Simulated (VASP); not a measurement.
# MoSe (Fm-3m) in VASP: notebook, part 2 of 2

VASP 6.6.1.

## Step 4: Single point, PBE, collinear spin, zero start

The input, INCAR:

```
PREC = Accurate
ENCUT = 520
EDIFF = 1E-6
ISMEAR = 0
SIGMA = 0.1
LREAL = False
LASPH = True
NELM = 150
ALGO = Normal
ISIF = 2
LWAVE = False
LCHARG = True
ISPIN = 2
MAGMOM = 0 0
LORBIT = 11
NUPDOWN = 0.0
LMAXMIX = 4
GGA = PE
LELF = True
LVHAR = True
NBANDS = 21
```

The input, KPOINTS:

```
Automatic mesh
0
Gamma
  14 14 14
```

The input, POSCAR:

```
MoSe
1.0
    0.0000000000      2.6101627283      2.6101627283
    2.6101627283      0.0000000000      2.6101627283
    2.6101627283      2.6101627283      0.0000000000
Mo Se
1 1
Direct
    0.0000000000      0.0000000000      0.0000000000
    0.5000000000      0.5000000000      0.5000000000
```

Potentials or basis: VASP PAW PBE potentials, release 64 (Mo_sv, Se).

Started as:

```bash
$ cat potpaw_PBE.64/Mo_sv/POTCAR potpaw_PBE.64/Se/POTCAR > POTCAR
$ mpirun -np 1 vasp_std > vasp.out
```

OUTCAR:

```text
PREC = Accurate
   ENCUT = 520
   EDIFF = 1E-6
   ISMEAR = 0
   LREAL = False
   LASPH = True
   NELM = 150
   ISIF = 2
   ISPIN = 2
   LORBIT = 11
   NUPDOWN = 0.0
   GGA = PE

 ion  position               nearest neighbor table
   1  0.000  0.000  0.000-   2 2.61   2 2.61   2 2.61   2 2.61   2 2.61   2 2.61
   2  0.500  0.500  0.500-   1 2.61   1 2.61   1 2.61   1 2.61   1 2.61   1 2.61

  LATTYP: Found a face centered cubic cell.
 ALAT       =     5.2203254566

  Lattice vectors:

 A1 = (   0.0000000000,   2.6101627283,   2.6101627283)
 A2 = (   2.6101627283,   0.0000000000,   2.6101627283)
 A3 = (   2.6101627283,   2.6101627283,   0.0000000000)

Analysis of symmetry for initial positions (statically):
=====================================================================
 Subroutine PRICEL returns:
 Original cell was already a primitive cell.

 Routine SETGRP: Setting up the symmetry group for a
 face centered cubic supercell.

 Subroutine GETGRP returns: Found 48 space group operations
 (whereof 48 operations were pure point group operations)
 out of a pool of 48 trial point group operations.

The static configuration has the point symmetry O_h .

Analysis of symmetry for dynamics (positions and initial velocities):
=====================================================================
 Subroutine PRICEL returns:
 Original cell was already a primitive cell.

 Routine SETGRP: Setting up the symmetry group for a
 face centered cubic supercell.

 Subroutine GETGRP returns: Found 48 space group operations
 (whereof 48 operations were pure point group operations)
 out of a pool of 48 trial point group operations.

The dynamic configuration has the point symmetry O_h .

Analysis of structural, dynamic, and magnetic symmetry:
=====================================================================
 Subroutine PRICEL returns:
 Original cell was already a primitive cell.

 Routine SETGRP: Setting up the symmetry group for a
 face centered cubic supercell.

 Subroutine GETGRP returns: Found 48 space group operations
 (whereof 48 operations were pure point group operations)
 out of a pool of 48 trial point group operations.

The overall configuration has the point symmetry O_h .

 Subroutine INISYM returns: Found 48 space group operations
 (whereof 48 operations are pure point group operations),
 and found     1 'primitive' translations

----------------------------------------------------------------------------------------

                                     Primitive cell

  volume of cell :      35.5658

  direct lattice vectors                    reciprocal lattice vectors
     0.000000000  2.610162728  2.610162728    -0.191558938  0.191558938  0.191558938
     2.610162728  0.000000000  2.610162728     0.191558938 -0.191558938  0.191558938
     2.610162728  2.610162728  0.000000000     0.191558938  0.191558938 -0.191558938

  length of vectors
     3.691327530  3.691327530  3.691327530     0.331789813  0.331789813  0.331789813

  position of ions in fractional coordinates (direct lattice)
     0.000000000  0.000000000  0.000000000
     0.500000000  0.500000000  0.500000000

  ion indices of the primitive-cell ions
   primitive index   ion index
                 1           1
[... 66 lines left out ...]
   ICHARG =      2    charge: 1-file 2-atom 10-const
   ISPIN  =      2    spin polarized calculation?
   LNONCOLLINEAR =      F non collinear calculations
   LSORBIT =      F    spin-orbit coupling
   LASPH  =      T    aspherical Exc in radial PAW
   ENCUT  =  520.0 eV  38.22 Ry    6.18 a.u.   6.86  6.86  6.86*2*pi/ulx,y,z
   NELM   =    150;   NELMIN=  2; NELMDL= -5     # of ELM steps
   EDIFF  = 0.1E-05   stopping-criterion for ELM
   LREAL  =      F    real-space projection
   EDIFFG = 0.1E-04   stopping-criterion for IOM
   NSW    =      0    number of steps for IOM
   IBRION =     -1    ionic relax: 0-MD 1-quasi-New 2-CG
   NFREE  =      0    steps in history (QN), initial steepest desc. (CG)
   ISIF   =      2    stress and relaxation
   ISYM   =      2    0-nonsym 1-usesym 2-fastsym
   POTIM  = 0.5000    time-step for ionic-motion
   TEBEG  =    0.0;   TEEND  =   0.0 temperature during run
   PSTRESS=    0.0 pullay stress
   NELECT =      20.0000    total number of electrons
   NUPDOWN=       0.0000    fix difference up-down
   EMIN   =  10.00;   EMAX   =-10.00  energy-range for DOS
   EFERMI =   0.00;   METHOD = LEGACY
   ISMEAR =     0;   SIGMA  =   0.10  broadening in eV -4-tet -1-fermi 0-gaus
   EFERMI_NEDOS =   21; number of points for ismear=-14 and -15
   IALGO  =     38    algorithm
   IMIX   =      4    mixing-type and parameters
     AMIX     =   0.40;   BMIX     =  1.00
     AMIX_MAG =   1.60;   BMIX_MAG =  1.00
  volume/ion in A,a.u.               =      17.78       120.00
  Fermi-wavevector in a.u.,A,eV,Ry     =   1.351265  2.553521 24.843116  1.825918
  Thomas-Fermi vector in A             =   2.478701
   LORBIT       =     11    0 simple, 1 ext, 2 COOP (PROOUT), +10 PAW based schemes
   GGA     = PE    functional components
   LHFCALC =     F    Hartree Fock is set to
   AEXX    =    0.0000 exact exchange contribution
   IVDW    =     0    specifies the selected vdW correction
   LEPSILON=     F    determine dielectric tensor
   LRPA    =     F    only Hartree local field effects (RPA)
 spin polarized calculation
 Gauss-broadening in eV      SIGMA  =   0.10
  energy-cutoff  :      520.00
  volume of cell :       35.57
 maximum number of plane-waves:       982
   NGX = 13   NGY = 13   NGZ = 13

 number of electron      20.0000001 magnetization       0.0000000

 number of electron      20.0000001 magnetization      -0.0000000

 Free energy of the ion-electron system (eV)
  ---------------------------------------------------
  ext. energy  EPLUGINS =         0.00000000
  ---------------------------------------------------
  free energy    TOTEN  =       -13.29638102 eV

  energy without entropy =      -13.28164168  energy(sigma->0) =      -13.28901135

 E-fermi :   9.6203     XC(G=0): -11.7778

 val. band max:        9.5769609523   @ k =  -0.4286   0.2143   0.0000
 cond. band min:       9.6218947130   @ k =   0.5000   0.2143   0.0714
 fundamental gap:      0.0449337606
 Fermi energy:         9.6203407097

 spin component 1

 k-point     1 :       0.0000    0.0000    0.0000
  band No.  band energies     occupation
      1     -51.6387      1.00000
      2     -25.7457      1.00000
      3     -25.7457      1.00000
      4     -25.7457      1.00000
      5      -6.3395      1.00000
      6       7.3462      1.00000
[... 565 lines left out ...]
     20      25.0451      0.00000
     21      27.1275      0.00000

 [... further k-points ...]

 spin component 2

 k-point     1 :       0.0000    0.0000    0.0000
  band No.  band energies     occupation
      1     -51.6387      1.00000
      2     -25.7457      1.00000
      3     -25.7457      1.00000
      4     -25.7457      1.00000
      5      -6.3395      1.00000
      6       7.3462      1.00000
[... 565 lines left out ...]
     20      25.0451      0.00000
     21      27.1275      0.00000

 [... further k-points ...]

------------------------ aborting loop because EDIFF is reached ----------------------------------------

  FORCE on cell =-STRESS in cart. coord.  units (eV):
  Direction    XX          YY          ZZ          XY          YZ          ZX
  --------------------------------------------------------------------------------------
  -------------------------------------------------------------------------------------
  Total        0.0590052      0.0590052      0.0590052      0.0000000     -0.0000000      0.0000000
  in kB        2.6580812      2.6580812      2.6580812      0.0000000     -0.0000000      0.0000000
  external PRESSURE =       2.6580812 kB  Pullay stress =       0.0000000 kB

 VOLUME and BASIS-vectors are now :
 -----------------------------------------------------------------------------
  energy-cutoff  :      520.00
  volume of cell :       35.57
      direct lattice vectors                 reciprocal lattice vectors
     0.000000000  2.610162728  2.610162728    -0.191558938  0.191558938  0.191558938
     2.610162728  0.000000000  2.610162728     0.191558938 -0.191558938  0.191558938
     2.610162728  2.610162728  0.000000000     0.191558938  0.191558938 -0.191558938

 POSITION                                       TOTAL-FORCE (eV/Angst)
 -----------------------------------------------------------------------------------
      0.00000      0.00000      0.00000        -0.000000      0.000000     -0.000000
      2.61016      2.61016      2.61016         0.000000      0.000000      0.000000
 -----------------------------------------------------------------------------------
    total drift:                               -0.000000      0.000000      0.000000

  FREE ENERGIE OF THE ION-ELECTRON SYSTEM (eV)
  ---------------------------------------------------
  free  energy   TOTEN  =       -13.2963810155 eV

  energy  without entropy=      -13.2816416794  energy(sigma->0) =      -13.28901135

 total charge

# of ion       s       p       d       tot
------------------------------------------
    1        2.204   6.092   4.069  12.365
    2        1.430   2.388   0.121   3.938
--------------------------------------------------
tot          3.634   8.479   4.190  16.304

 magnetization (x)

# of ion       s       p       d       tot
------------------------------------------
    1        0.000  -0.000   0.000   0.000
    2        0.000  -0.000  -0.000   0.000
--------------------------------------------------
tot          0.000  -0.000   0.000   0.000
```

stdout:

```text
POSCAR found type information on POSCAR MoSe
 POSCAR found :  2 types and       2 ions
 scaLAPACK will be used
 LDA part: xc-table for (Slater+PW92), standard interpolation
 POSCAR, INCAR and KPOINTS ok, starting setup
 FFT: planning ... GRIDC
 FFT: planning ... GRID_SOFT
 FFT: planning ... GRID
 WAVECAR not read
 entering main loop
```

Wall time 50 s (1 thread of Intel Xeon 6975P-C (Granite Rapids), shared host); peak memory 0.26 GiB.

Results:

```
Free energy                                           : -13.2964 eV
Pressure                                              : 0.3 GPa
Net moment                                            : 0.00 μB per cell
Valence electrons inside the program's atomic spheres : Mo 12.37; Se 3.94
```

Caveat: the total moment is fixed, so each spin has its own Fermi level.

## Step 5: Single point, PBE, collinear spin

This run uses another cell than the first one, of 14.23 Å³/atom.

The input, INCAR:

```
SYSTEM = MoSe
PREC     = Accurate       ! precision mode
ENCUT    = 520            ! plane-wave cutoff, eV
EDIFF    = 1E-6           ! SCF threshold, eV
ISMEAR   = 0              ! smearing method
SIGMA    = 0.1            ! smearing width, eV
LREAL    = .FALSE.        ! projectors in reciprocal space
LASPH    = .TRUE.         ! aspherical terms in the spheres
NELM     = 150            ! most SCF steps
ALGO     = Normal         ! electronic algorithm
ISIF     = 2              ! what is computed and relaxed
LWAVE    = .FALSE.        ! write WAVECAR
LCHARG   = .TRUE.         ! write CHGCAR
ISPIN    = 2              ! spin polarisation
MAGMOM   = 3.5 0          ! initial moments
LORBIT   = 11             ! projections on sites
LMAXMIX  = 4              ! l up to which the mixer works
GGA      = PE             ! functional
LELF     = .TRUE.         ! ELF
LVHAR    = .TRUE.       
NBANDS   = 21             ! bands
```

The input, KPOINTS:

```
regular mesh
0
G
  14 14 14
  0 0 0
```

The input, POSCAR:

```
MoSe
1.0
    0.0000000000      2.4230604347      2.4230604347
    2.4230604347      0.0000000000      2.4230604347
    2.4230604347      2.4230604347      0.0000000000
Mo Se
1 1
Direct
    0.0000000000      0.0000000000      0.0000000000
    0.5000000000      0.5000000000      0.5000000000
```

Started as:

```bash
$ cat potpaw_PBE.64/Mo_sv/POTCAR potpaw_PBE.64/Se/POTCAR > POTCAR
$ mpirun -np 1 vasp_std > vasp.out
```

Run time: 61 s. Hardware: 1 thread of Intel Xeon 6975P-C (Granite Rapids), shared host; peak memory 0.24 GiB.

The run converged. Its results:

```yaml
Free_energy: -12.3300 eV
Pressure: 53.2 GPa
Band_gap_on_the_k_mesh: zero (filled and empty bands overlap)
Net_moment: 0.00 μB per cell
Valence_electrons_inside_the_program's_atomic_spheres: Mo 12.85; Se 4.19
```

Levels at points of the mesh, in eV from the Fermi level:
Spin up:
| k point | band 8 | band 9 | band 10 | band 11 | band 12 | band 13 |
| --- | --- | --- | --- | --- | --- | --- |
| (0.00, 0.00, 0.00) | -2.86 | -2.34 | -2.34 | -2.34 | -2.20 | -2.20 |
| (0.50, 0.00, 0.00) | -6.87 | -0.14 | -0.14 | 0.93 | 2.49 | 6.62 |
| (0.50, 0.50, 0.00) | -4.18 | -4.18 | -0.99 | 0.74 | 0.74 | 2.23 |
Spin down:
```csv
k point,band 6,band 7,band 8,band 9,band 10,band 11,band 12,band 13,band 14,band 15
"(0.00, 0.00, 0.00)",-2.86,-2.86,-2.86,-2.34,-2.34,-2.34,-2.20,-2.20,4.85,7.52
"(0.50, 0.00, 0.00)",-9.58,-6.87,-6.87,-0.14,-0.14,0.93,2.48,6.62,6.62,6.78
"(0.50, 0.50, 0.00)",-7.21,-5.06,-4.18,-4.18,-0.99,0.74,0.74,2.23,4.28,11.45
```

Caveat: the cell stands under pressure.

## Step 6: Single point, PBE, collinear spin

This run uses another cell than the first one, of 15.29 Å³/atom.

The input, INCAR:

```
SYSTEM = MoSe
PREC = Accurate
ENCUT = 520
EDIFF = 1E-7
ISMEAR = 0
SIGMA = 0.1
LREAL = .FALSE.
LASPH = .TRUE.
NELM = 150
ALGO = Normal
ISIF = 2
LWAVE = .FALSE.
LCHARG = .FALSE.
ISPIN = 2
MAGMOM = 3.5 0
LORBIT = 11
LMAXMIX = 4
GGA = PE
NBANDS = 21
```

KPOINTS is that of step 5.

The input, POSCAR:

```
MoSe
1.0
    0.0000000000      2.4821826423      2.4821826423
    2.4821826423      0.0000000000      2.4821826423
    2.4821826423      2.4821826423      0.0000000000
Mo Se
1 1
Direct
    0.0000000000      0.0000000000      0.0000000000
    0.5000000000      0.5000000000      0.5000000000
```

Potentials or basis: VASP PAW PBE potentials, release 64 (Mo_sv, Se).

Started as:

```bash
$ cat potpaw_PBE.64/Mo_sv/POTCAR potpaw_PBE.64/Se/POTCAR > POTCAR
$ mpirun -np 1 vasp_std > vasp.out
```

It took 78 s on 1 thread of Intel Xeon 6975P-C (Granite Rapids), shared host; peak memory 0.24 GiB.

The run converged. Its results:

- Free energy: -12.8795 eV
- Pressure: 30.5 GPa
- Band gap on the k mesh: zero (filled and empty bands overlap)
- Net moment: 0.00 μB per cell
- Valence electrons inside the program's atomic spheres: Mo 12.66; Se 4.09

Levels at points of the mesh, in eV from the Fermi level:
Spin up:
| k point | band 8 | band 9 | band 10 | band 11 | band 12 | band 13 |
| --- | --- | --- | --- | --- | --- | --- |
| (0.00, 0.00, 0.00) | -2.54 | -2.33 | -2.33 | -2.33 | -1.98 | -1.98 |
| (0.50, 0.00, 0.00) | -6.42 | -0.11 | -0.11 | 0.79 | 2.52 | 5.94 |
| (0.50, 0.50, 0.00) | -4.08 | -4.08 | -0.90 | 0.67 | 0.67 | 1.93 |
Spin down:
| k point | band 8 | band 9 | band 10 | band 11 | band 12 | band 13 |
| --- | --- | --- | --- | --- | --- | --- |
| (0.00, 0.00, 0.00) | -2.54 | -2.33 | -2.33 | -2.33 | -1.97 | -1.97 |
| (0.50, 0.00, 0.00) | -6.42 | -0.11 | -0.11 | 0.79 | 2.52 | 5.94 |
| (0.50, 0.50, 0.00) | -4.08 | -4.08 | -0.90 | 0.67 | 0.67 | 1.94 |

Caveat: the cell stands under pressure.

## Step 7: Summary

```tsv
spin	fixed moment (μB)	cell	gap on the mesh (eV)	pressure (GPa)	moment (μB)
off	-	a = 3.691 Å, angles 60.0°, 2 atoms	none	0.2	-
off	-	a = 3.901 Å, angles 60.0°, 2 atoms	none	-15.4	-
collinear, zero start	0.0	a = 3.691 Å, angles 60.0°, 2 atoms	-	0.3	0.00
collinear	-	a = 3.427 Å, angles 60.0°, 2 atoms	none	53.2	0.00
collinear	-	a = 3.510 Å, angles 60.0°, 2 atoms	none	30.5	0.00
```

Alike in all rows: task single point; level PBE; potentials or basis VASP PAW PBE potentials, release 64 (Mo_sv, Se); k mesh 14 × 14 × 14; cutoff (eV) 520; smearing gaussian 0.1 eV.

Caveats: the cell stands under pressure (at least some runs); the cell stands under tension (at least some runs); the total moment is fixed, so each spin has its own Fermi level (at least some runs).

Total energies depend on the potentials used, so only differences within one code and one set of settings carry meaning.

The gap in the log of VASP goes by the Fermi energy; the results here count the filled bands.